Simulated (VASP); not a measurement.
Wanted: the native input for a VASP 6.6.1 run.

```
Task                   : single point
Functional             : r2SCAN
Potentials or basis    : VASP PAW PBE potentials, release 64 (Zn, S)
Cutoff                 : 520 eV
k mesh                 : 6 × 6 × 2
Occupations            : gaussian, width 0.05 eV
Spin                   : no spin polarisation
Dipole correction      : no
Further INCAR settings : ALGO = Normal; EDIFF = 1e-06; NBANDS = 46
```

The system is ZnS.

```xyz
8
Lattice="3.8087 0.0000 0.0000 -1.9044 3.2985 0.0000 0.0000 0.0000 12.4665" Properties=species:S:1:pos:R:3 pbc="T T T"
Zn    0.0000    0.0000    0.3014
Zn    0.0000    0.0000    6.5346
Zn    0.0000    2.1990    2.8175
Zn    1.9044    1.0995    9.0507
S     0.0000    0.0000    2.4073
S     0.0000    0.0000    8.6405
S     0.0000    2.1990    5.3821
S     1.9044    1.0995   11.6153
```

This cell differs from its parent crystal: atoms displaced along a vibrational mode.

One way to write it, as run:

POSCAR

```
ZnS
1.0
    3.8087369172      0.0000000000      0.0000000000
   -1.9043684586      3.2984629266      0.0000000000
    0.0000000000      0.0000000000     12.4664651906
Zn S
4 4
Direct
    0.0000000000      0.0000000000      0.0241736591
    0.0000000000      0.0000000000      0.5241736591
    0.3333333333      0.6666666667      0.2260060571
    0.6666666667      0.3333333333      0.7260060571
    0.0000000000      0.0000000000      0.1931014729
    0.0000000000      0.0000000000      0.6931014729
    0.3333333333      0.6666666667      0.4317243145
    0.6666666667      0.3333333333      0.9317243145
```

INCAR.step1

```
  PREC = Accurate
  ENCUT = 520
  ISMEAR = 0
  SIGMA = 0.05
  LREAL = False
  LASPH = True
  NELM = 60
  NBANDS = 46
  GGA = PE
  ALGO = Normal
  EDIFF = 1E-4
  LWAVE = True
  LCHARG = False
```

INCAR.step2

```
  PREC = Accurate
  ENCUT = 520
  EDIFF = 1E-6
  ISMEAR = 0
  SIGMA = 0.05
  LREAL = False
  LASPH = True
  NELM = 60
  ALGO = Normal
  ISIF = 2
  LWAVE = False
  LCHARG = True
  METAGGA = R2SCAN
  LMIXTAU = True
  LELF = True
  LVHAR = True
  NBANDS = 46
  ISTART = 1
```

KPOINTS

```
regular mesh
0
Gamma
  6 6 2
```

Potentials or basis: VASP PAW PBE potentials, release 64 (Zn, S).

The run is started by

```sh
$ cat potpaw_PBE.64/Zn/POTCAR potpaw_PBE.64/S/POTCAR > POTCAR
$ cp INCAR.step1 INCAR
$ mpirun -np 1 vasp_std > vasp.out
$ cp INCAR.step2 INCAR
$ mpirun -np 1 vasp_std > vasp.out
```

It gave:

```
Pressure               : 2.0 GPa
Largest force          : 3.900 eV/Å
Band gap on the k mesh : 1.61 eV
```

Caveat: the cell differs from its parent crystal (atoms displaced along a vibrational mode); the PAW data sets were made with another functional, which shifts forces and pressure a little.

Run time: 3.1 min on 1 thread of Intel(R) Xeon(R) 6975P-C (Granite Rapids), on a shared host, peak memory 0.32 GiB.
